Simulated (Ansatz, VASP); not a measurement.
TaAs in VASP and in Ansatz

```xyz
4
Lattice="-1.7148 1.7148 5.7908 1.7148 -1.7148 5.7908 1.7148 1.7148 -5.7908" Properties=species:S:1:pos:R:3 pbc="T T T"
Ta    1.7148    0.0000    5.7944
Ta    0.0000    0.0000    8.6897
As    1.7148    0.0000    0.9530
As    0.0000    0.0000    3.8484
```

Alike in both runs: functional PBEsol; k mesh 18 × 18 × 18; occupations fermi-dirac, width 0.15 eV; no spin polarisation.

Ansatz relaxed the structure, and its values are those at the end. VASP's run is a single point on that final structure, the one shown.

|  | VASP | Ansatz |
| --- | --- | --- |
| version | VASP 6.6.1 | Ansatz 0.2.0 |
| potentials or method | VASP PAW PBE potentials, release 64 (Ta_pv, As), cutoff 520 eV | scalar-relativistic, plane waves, PAW |
| valence electrons in the cell | 32 | 56 |

|  | VASP | Ansatz | Ansatz less VASP |
| --- | --- | --- | --- |
| gap on the k mesh at the Fermi level (eV) | none | none | - |
| pressure (GPa) | 0.7 | 0.0 | -0.67 |

VASP's potentials were made for PBE, not for PBEsol. A gap of «none» marks a metal or a gap that the smearing closes. VASP's potentials hold 32 valence electrons a cell and Ansatz's 56, so a difference there can come from the potentials and not from the codes.

Spin-orbit coupling is off throughout.
